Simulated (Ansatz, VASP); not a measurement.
One calculation of Sb, two programs

```
CELL_PARAMETERS angstrom
2.15837 1.24614 3.67275
-2.15837 1.24614 3.67275
0.00000 -2.49228 3.67275
ATOMIC_POSITIONS crystal
Sb 0.23717 0.23717 0.23717
Sb 0.76283 0.76283 0.76283
```

Alike in both runs: task electric field gradients; functional PBE; dispersion D3(BJ); k mesh 12 × 12 × 12; occupations fermi-dirac, width 0.15 eV; no spin polarisation.

```csv
,VASP,Ansatz
version,VASP 6.6.1,Ansatz 0.2.0
potentials or method,"VASP PAW PBE potentials, release 64 (Sb), cutoff 520 eV","scalar-relativistic, plane waves, PAW"
valence electrons in the cell,10,30
```

Ansatz gave:

```
gap on the k mesh at the Fermi level (eV)            : none
pressure (GPa)                                       : 0.0
rms of the force components (eV/Å)                   : 0.000
size of Vzz on the site where it differs most (V/Å²) : 31.9
```

Problem. Which values does VASP return?

Solution. gap on the k mesh at the Fermi level (eV): none; pressure (GPa): 0.1; rms of the force components (eV/Å): 0.020; size of Vzz on the site where it differs most (V/Å²): 29.6.

Atom by atom the forces differ by 0.020 eV/Å (rms over components). A gap of «none» marks a metal or a gap that the smearing closes. VASP's potentials hold 10 valence electrons a cell and Ansatz's 30, so a difference there can come from the potentials and not from the codes.

Neither program's run includes spin-orbit coupling.
